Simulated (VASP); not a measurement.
Crystal: Mg3Sb2.

```
Mg Sb
1.0
     4.58200    0.00000    0.00000
    -2.29100    3.96813    0.00000
     0.00000    0.00000    7.24400
Mg Sb
3 2
Cartesian
  0.0000 2.6454 4.5637
  2.2910 1.3227 2.6803
  0.0000 0.0000 0.0000
  0.0000 2.6454 1.7023
  2.2910 1.3227 5.5417
```

```yaml
Program: VASP 6.6.1
Task: relaxation of cell and atoms
Functional: r2SCAN
Potentials_or_basis: VASP PAW PBE potentials, release 64 (Mg, Sb)
Cutoff: 660 eV
k_mesh: 6 × 6 × 4
Occupations: fermi-dirac, width 0.02 eV
Spin: no spin polarisation
```

At the start: pressure 0.0 GPa; volume 26.34 Å³/atom.

Problem. How do energy, volume and symmetry change on relaxing?

Solution. Over 6 steps the energy falls by 4.2 meV/atom and the volume is 26.18 Å³/atom (-0.6 %); space group P-3m1 (No. 164, to 0.1 Å) before and after.

Step by step:
```csv
step,energy change (eV),largest force (eV/Å),pressure (GPa),volume (Å³)
1,0.0000,0.3543,0.03,131.71
2,-0.0134,0.1997,-0.13,131.82
3,-0.0172,0.0625,-0.27,131.92
4,-0.0202,0.0312,0.03,130.93
5,-0.0206,0.0159,0.17,130.47
6,-0.0212,0.0093,-0.03,130.92
```

Final structure:
```xyz
5
Lattice="4.5685 0.0000 0.0000 -2.2843 3.9565 0.0000 0.0000 0.0000 7.2430" Properties=species:S:1:pos:R:3 pbc="T T T"
Mg    0.0000    2.6376    4.5855
Mg    2.2843    1.3188    2.6575
Mg    4.5685    0.0000    0.0000
Sb    0.0000    2.6376    1.6530
Sb    2.2843    1.3188    5.5900
```

Caveat: the PAW data sets were made with another functional, which shifts forces and pressure a little.
